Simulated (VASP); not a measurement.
A run of VASP 6.6.1 is set up as follows.

Contents of INCAR:

```
ALGO = Normal ; DIPOL = 0.5 0.5 0.360
EDIFF = 1E-6 ; ENCUT = 520
IDIPOL = 3 ; ISIF = 2
ISMEAR = 0 ; LASPH = T
LCHARG = T ; LDIPOL = T
LELF = T ; LREAL = Auto
LVACPOTAV = T ; LVHAR = T
LWAVE = F ; NBANDS = 55
NELM = 60 ; PREC = Accurate
SIGMA = 0.05
```

KPOINTS

```
k-points
0
Gamma
  10 5 1
```

File POSCAR:

```
H2C9
1.0
    2.4973154970      0.0000000000      0.0000000000
    0.0000000000      4.9946309939      0.0000000000
    0.0000000000      0.0000000000     20.5658806949
C H
18 4
Direct
    0.0000000000      0.2500000000      0.2262196243
    0.0000000000      0.7500000000      0.2262196243
    0.0000000000      0.5000000000      0.2691516229
    0.0000000000      0.0000000000      0.2691516229
    0.5000000000      0.5000000000      0.3120836215
    0.5000000000      0.0000000000      0.3120836215
    0.5000000000      0.7500000000      0.3550156201
    0.5000000000      0.2500000000      0.3550156201
    0.0000000000      0.7528579502      0.3974375088
    0.0000000000      0.2468481381      0.3988429024
    0.0000000000     -0.0094100066      0.4451352119
    0.0000000000      0.5058409394      0.4378547545
    0.5000000000     -0.0123910965      0.4909102853
    0.5000000000      0.5125427048      0.4790216316
    0.5000000000      0.2545367976      0.5240129329
    0.5000000000      0.7208467724      0.5382710487
    0.0000000000      0.3622164074      0.5475344195
    0.0000000000      0.6197594251      0.5820089946
   -0.2843917683      0.2504266612      0.1890712551
    0.2843917683      0.2504266612      0.1890712551
    0.2843917683      0.7495733388      0.1890712551
   -0.2843917683      0.7495733388      0.1890712551
```

Potentials or basis: VASP PAW LDA potentials, release 64 (C, H).

Run with:

```console
$ cat potpaw_LDA.64/C/POTCAR potpaw_LDA.64/H/POTCAR > POTCAR
$ mpirun -np 1 vasp_std > vasp.out
```

(1) What does it give for the band gap on the k mesh?

(2) Predict the largest force.

Results:

(1) 1.12 eV.

(2) 6.884 eV/Å.
